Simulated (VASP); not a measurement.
BN:

```
N B
1.0
     0.00000    3.54131    2.19460
     1.26810    0.00000    2.19460
     1.26810    3.54131    0.00000
N B
1 1
Direct
  0.66665 0.66665 0.33335
  0.00005 0.00005 0.99995
```

This cell differs from its parent crystal: volume scaled by 1.04.

Base run:

| Quantity | Value |
| --- | --- |
| Program | VASP 6.6.1 |
| Functional | PBE |
| Potentials or basis | VASP PAW PBE potentials, release 64 (N, B) |
| Cutoff | 520 eV |
| k mesh | 13 × 13 × 13 |
| Occupations | fermi-dirac, width 0.05 eV |
| Spin | no spin polarisation |

Its results: band gap on the k mesh 3.87 eV, indirect (least direct gap 4.56 eV); pressure -5.3 GPa; largest force 0.008 eV/Å.

Question: The run is repeated on the same cell with these changes: functional from PBE to PBEsol. What comes out?

Answer: Band gap on the k mesh 3.77 eV, indirect (least direct gap 4.50 eV); pressure -7.7 GPa; largest force 0.008 eV/Å.

PBEsol binds more tightly than PBE, so the same cell stands under less pressure.

Caveats: the PAW data sets were made with another functional, which shifts forces and pressure a little (some runs).

A k mesh can miss the band edges.
